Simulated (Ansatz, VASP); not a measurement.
Na7Bi: VASP beside Ansatz

File INCAR:

```
SYSTEM = Na7Bi
  ALGO = Normal
  EDIFF = 1E-6
  ENCUT = 520
  GGA = PE
  ISIF = 2
  ISMEAR = 0
  LASPH = .TRUE.
  LCHARG = .TRUE.
  LELF = .TRUE.
  LREAL = .FALSE.
  LVHAR = .TRUE.
  LWAVE = .FALSE.
  NBANDS = 42
  NELM = 100
  PREC = Accurate
  SIGMA = 0.2
```

The input KPOINTS:

```
k-points
0
G
  4 4 4
  0 0 0
```

The input POSCAR:

```
Na7Bi
1.0
    0.0000000000      5.0813389000      5.0813389000
    5.0813389000      0.0000000000      5.0813389000
    5.0813389000      5.0813389000      0.0000000000
Na Bi
7 1
Direct
    0.5000000000      1.0000000000      0.0000000000
    1.0000000000      0.5000000000      0.5000000000
    1.0000000000      0.5000000000      0.0000000000
    0.5000000000      1.0000000000      0.5000000000
    1.0000000000      0.0000000000      0.5000000000
    0.5000000000      0.5000000000      0.0000000000
    0.5000000000      0.5000000000      0.5000000000
    0.0000000000      0.0000000000      0.0000000000
```

Input for Ansatz:

```yaml
crystal:
  lattice:
    - [0.0, 5.0813389, 5.0813389]
    - [5.0813389, 0.0, 5.0813389]
    - [5.0813389, 5.0813389, 0.0]
  atoms:
    - { symbol: Na, position: [0.5, 1.0, 0.0] }
    - { symbol: Na, position: [1.0, 0.5, 0.5] }
    - { symbol: Na, position: [1.0, 0.5, 0.0] }
    - { symbol: Na, position: [0.5, 1.0, 0.5] }
    - { symbol: Na, position: [1.0, 0.0, 0.5] }
    - { symbol: Na, position: [0.5, 0.5, 0.0] }
    - { symbol: Na, position: [0.5, 0.5, 0.5] }
    - { symbol: Bi, position: [0.0, 0.0, 0.0] }
basis:
  ecutwfc: 420
kpoints:
  mp_grid: { grid: [4, 4, 4] }
hamiltonian:
  xc: pbe
scf:
  occupations: { method: gaussian, width: 0.2 }
  lower_state_search: "off"
output:
  forces: true
  stress: true
  eigenvalues: true
```

Alike in both runs: task single point; functional PBE; k mesh 4 × 4 × 4; occupations gaussian, width 0.2 eV; no spin polarisation.

|  | VASP | Ansatz |
| --- | --- | --- |
| version | VASP 6.6.1 | Ansatz 0.2.0 |
| potentials or method | VASP PAW PBE potentials, release 64 (Na_pv, Bi_d), cutoff 520 eV | scalar-relativistic, plane waves, PAW |
| valence electrons in the cell | 64 | 78 |

|  | VASP | Ansatz | Ansatz less VASP |
| --- | --- | --- | --- |
| gap on the k mesh at the Fermi level (eV) | none | none | - |
| pressure (GPa) | 0.1 | 0.1 | +0.02 |

A gap of «none» marks a metal or a gap that the smearing closes. With one functional, cell and mesh, what is left measures potentials, basis and numerics. VASP's potentials hold 64 valence electrons a cell and Ansatz's 78, so a difference there can come from the potentials and not from the codes.

Spin-orbit coupling is off throughout.
